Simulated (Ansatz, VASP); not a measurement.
**One calculation of CoH, two programs**

```
CELL_PARAMETERS angstrom
0.00000 1.84296 1.84296
1.84296 0.00000 1.84296
1.84296 1.84296 0.00000
ATOMIC_POSITIONS crystal
Co 0.00000 0.00000 0.00000
H 0.50000 0.50000 0.50000
```

Alike in both runs: task single point; functional PBEsol; k mesh 13 × 13 × 13; occupations fermi-dirac, width 0.1 eV; collinear spin.

|  | VASP | Ansatz |
| --- | --- | --- |
| version | VASP 6.6.1 | Ansatz 0.2.0 |
| potentials or method | VASP PAW PBE potentials, release 64 (Co, H), cutoff 520 eV | plane waves, PAW |
| valence electrons in the cell | 10 | 18 |

Ansatz gave:

```
gap on the k mesh at the Fermi level (eV)                     : none
pressure (GPa)                                                : -6.3
net moment per atom (μB)                                      : 0.58
size of the moment on the site where the two differ most (μB) : 1.15
```

Task: Which values does VASP return?

Result: gap on the k mesh at the Fermi level (eV): none; pressure (GPa): -6.6; net moment per atom (μB): 0.58; size of the moment on the site where the two differ most (μB): 1.18.

VASP's potentials were made for PBE, not for PBEsol. Site moments also hang on the region over which each program counts them. A gap of «none» marks a metal or a gap that the smearing closes. VASP's potentials hold 10 valence electrons a cell and Ansatz's 18, so a difference there can come from the potentials and not from the codes. Ansatz's warnings: stress scf threshold loose.
